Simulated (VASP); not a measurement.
A run of VASP 6.6.1:

File POSCAR:

```
H2CO
1.0
    7.7059940000      0.0000000000      0.0000000000
    0.0000000000      7.7059940000      0.0000000000
    0.0000000000      0.0000000000      7.7059940000
O C H
4 4 8
Direct
    0.5080201204      0.7453548497      0.3753441801
    0.3120947148      0.3838310801      0.8605638676
    0.3225930360     -0.0090059764      0.7675583448
    0.0862575289      0.6510127052      0.1740074025
    0.5659750059      0.6252275826      0.3100313860
    0.3377889991      0.5094216269      0.7907351083
    0.3515315480      0.0747859394      0.6495463142
    0.1805347889      0.7293932489      0.0980016335
    0.7662087461      0.3436805168      0.9417733780
    0.7665591227      0.4371532083      0.9647165570
    0.7704781499      0.7736834469      0.9657936406
    0.8109271821      0.7073844075      0.9037120974
    0.0798988424      0.1146510106      0.0323384628
    0.0104334366      0.1516741383      0.0851934222
    0.8994426936     -0.0538801354      0.4382692226
    0.8948748208      0.0455489584      0.4217236608
```

File INCAR.step1:

```
  PREC = Accurate
  ENCUT = 520
  ISMEAR = -1
  SIGMA = 0.05
  LREAL = Auto
  LASPH = True
  NELM = 80
  NBANDS = 38
  GGA = PE
  ALGO = Normal
  EDIFF = 1E-4
  LWAVE = True
  LCHARG = False
```

File INCAR.step2:

```
  PREC = Accurate
  ENCUT = 520
  EDIFF = 1E-6
  ISMEAR = -1
  SIGMA = 0.05
  LREAL = Auto
  LASPH = True
  NELM = 80
  ALGO = Normal
  ISIF = 2
  LWAVE = False
  LCHARG = False
  METAGGA = R2SCAN
  LMIXTAU = True
  IVDW = 12
  VDW_S6 = 1.0
  VDW_S8 = 0.78981345
  VDW_A1 = 0.49484001
  VDW_A2 = 5.73083694
  NBANDS = 38
  ISTART = 1
```

Contents of KPOINTS:

```
Automatic mesh
0
Gamma
  1 1 1
```

Potentials or basis: VASP PAW PBE potentials, release 64 (O, C, H).

Launch:

```bash
$ cat potpaw_PBE.64/O/POTCAR potpaw_PBE.64/C/POTCAR potpaw_PBE.64/H/POTCAR > POTCAR
$ cp INCAR.step1 INCAR
$ mpirun -np 1 vasp_gam > vasp.out
$ cp INCAR.step2 INCAR
$ mpirun -np 1 vasp_gam > vasp.out
```

Hardware: 1 thread of Intel(R) Xeon(R) 6975P-C (Granite Rapids) (shared host).

**Question.** Estimate the wall time of this run.

**Answer.** Wall time 93 s on 1 thread of Intel(R) Xeon(R) 6975P-C (Granite Rapids) (shared host), peak memory 0.53 GiB. Counts: k points 1.
